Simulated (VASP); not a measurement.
Si: single point with LDA

The system is Si.

```
Si
1.0
     0.00000    0.00000   -2.61060
    -2.38242   -2.38242   -1.30530
   -10.23677   10.23677    0.00000
Si
8
Direct
  0.50000 0.50000 0.05818
  0.00000 0.50000 0.75638
  0.50000 0.50000 0.52365
  0.00000 0.50000 0.29091
  0.00000 0.00000 0.17455
  0.50000 0.00000 0.87274
  0.00000 0.00000 0.64001
  0.50000 0.00000 0.40728
```

This cell differs from its parent crystal: the distance across one plane changed.

- Program: VASP 6.6.1
- Task: single point
- Functional: LDA
- Potentials or basis: VASP PAW LDA potentials, release 64 (Si)
- Cutoff: 520 eV
- k mesh: 24 × 17 × 5
- Occupations: gaussian, width 0.15 eV
- Spin: no spin polarisation
- Dipole correction: no
- Further INCAR settings: ALGO = Fast; EDIFF = 1e-06; NBANDS = 26

The pressure is -3.0 GPa. The largest force is 0.457 eV/Å and the band gap on the k mesh is zero (bands 16 and 17 overlap by 3.79 eV).

Forces on the atoms (eV/Å):
```
Si   0.323 -0.323  0.000
Si  -0.311  0.311  0.000
Si   0.026 -0.026  0.000
Si   0.010 -0.010  0.000
Si   0.311 -0.311  0.000
Si  -0.323  0.323  0.000
Si  -0.010  0.010  0.000
Si  -0.026  0.026  0.000
```

Stress tensor (GPa, compression positive):
```
-2.86  1.18  0.25
 1.18 -2.86  0.25
 0.25  0.25 -3.14
```

Levels at points of the mesh, in eV from the Fermi level:
```tsv
k point	band 13	band 14	band 15	band 16	band 17	band 18	band 19	band 20
(0.00, 0.00, 0.00)	-0.06	0.10	0.10	1.16	1.44	2.41	2.84	3.31
(0.50, 0.00, 0.00)	-2.13	-2.11	-1.81	-1.40	-1.37	-0.66	0.40	0.72
```

Run time: 37 min on 1 thread of Oxide Virtual Turin-like Processor, on a shared host, peak memory 1.2 GiB.

Caveat: the cell differs from its parent crystal (the distance across one plane changed).
